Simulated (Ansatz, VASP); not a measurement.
**Two plane-wave programs on Na2IF**

Contents of INCAR:

```
PREC = Accurate ; ENCUT = 600
EDIFF = 1E-6 ; ISMEAR = 0
SIGMA = 0.01 ; LREAL = False
LASPH = True ; NELM = 80
ALGO = Normal ; ISIF = 3
LWAVE = False ; LCHARG = False
GGA = PE ; IBRION = 2
NSW = 80 ; EDIFFG = -0.001
```

KPOINTS

```
regular mesh
0
Gamma
  9 9 9
```

The input POSCAR:

```
Na2IF
1.0
    2.0166324414      1.1643032829      6.5923605099
   -2.0166324414      1.1643032829      6.5923605099
    0.0000000000     -2.3286065658      6.5923605099
Na I F
2 1 1
Direct
    0.2285848112      0.2285848112      0.2285848112
    0.7714151888      0.7714151888      0.7714151888
    0.0000000000      0.0000000000      0.0000000000
    0.5000000000      0.5000000000      0.5000000000
```

Input for Ansatz:

```yaml
crystal:
  lattice:
    - [2.0166324414, 1.1643032829, 6.5923605099]
    - [-2.0166324414, 1.1643032829, 6.5923605099]
    - [0.0, -2.3286065658, 6.5923605099]
  atoms:
    - { symbol: Na, position: [0.2285848112, 0.2285848112, 0.2285848112] }
    - { symbol: Na, position: [0.7714151888, 0.7714151888, 0.7714151888] }
    - { symbol: I, position: [0.0, 0.0, 0.0] }
    - { symbol: F, position: [0.5, 0.5, 0.5] }
basis:
  ecutwfc: 420
kpoints:
  mp_grid: { grid: [9, 9, 9] }
hamiltonian:
  xc: pbe
scf:
  occupations: { method: fixed }
output:
  forces: true
  stress: true
  eigenvalues: true
relax:
  adjacent_minimum: "off"
  f_tol: 0.001
  max_steps: 60
  cell: { stress_tol: 0.01 }
```

Alike in both runs: task relaxation of cell and atoms; functional PBE; k mesh 9 × 9 × 9; no spin polarisation.

```csv
,VASP,Ansatz
version,VASP 6.6.1,Ansatz 0.2.0
potentials or method,"VASP PAW PBE potentials, release 64 (Na_pv, I, F), cutoff 600 eV","scalar-relativistic, plane waves, PAW"
occupations,"gaussian, width 0.01 eV",fixed
valence electrons in the cell,28,42
```

```tsv
	VASP	Ansatz	Ansatz less VASP
gap on the k mesh at the Fermi level, each at its own relaxed structure (eV)	1.89	1.90	+0.013
relaxed volume (Å³/atom)	23.15	23.22	+0.066
relaxed cell length with the largest relative difference (Å)	6.994	7.001	+0.0068
```

VASP's potentials hold 28 valence electrons a cell and Ansatz's 42, so a difference there can come from the potentials and not from the codes.

Neither program's run includes spin-orbit coupling.
